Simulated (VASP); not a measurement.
Here is a VASP 6.6.1 calculation.

The input INCAR:

```
SYSTEM = B
ALGO = Normal
EDIFF = 1E-6
ENCUT = 520
GGA = PE
ISIF = 2
ISMEAR = 0
LASPH = .True.
LCHARG = .False.
LREAL = .False.
LWAVE = .False.
NBANDS = 30
NELM = 80
PREC = Accurate
SIGMA = 0.1
```

File KPOINTS:

```
k-points
0
Gamma
  6 6 1
  0 0 0
```

File POSCAR:

```
B
1.0
    2.6216735650      0.0000000000      0.0000000000
   -1.3108367825      2.2704359077      0.0000000000
    0.0000000000      0.0000000000     30.8175653242
B
12
Direct
    0.6666666667      0.3333333333      0.9633049894
    0.6666666667      0.3333333333      0.4633056626
    0.6666666667      0.3333333333      0.7679572868
    0.6666666667      0.3333333333      0.2679573266
    0.0000000000      0.0000000000      0.6157376792
    0.3333333333      0.6666666667      0.2679572868
    0.0000000000      0.0000000000      0.1157376792
    0.6666666667      0.3333333333      0.6157370455
    0.3333333333      0.6666666667      0.7679573266
    0.3333333333      0.6666666667      0.1157370455
    0.3333333333      0.6666666667      0.4633049894
    0.3333333333      0.6666666667      0.9633056626
```

Potentials or basis: VASP PAW PBE potentials, release 64 (B).

The run is started by

```bash
$ cat potpaw_PBE.64/B/POTCAR > POTCAR
$ mpirun -np 1 vasp_std > vasp.out
```

(1) Estimate the pressure.

(2) Predict the largest force.

Answers

(1) 32.7 GPa.

(2) 0.005 eV/Å.

Caveat: the k points lie up to 0.46 Å⁻¹ apart.
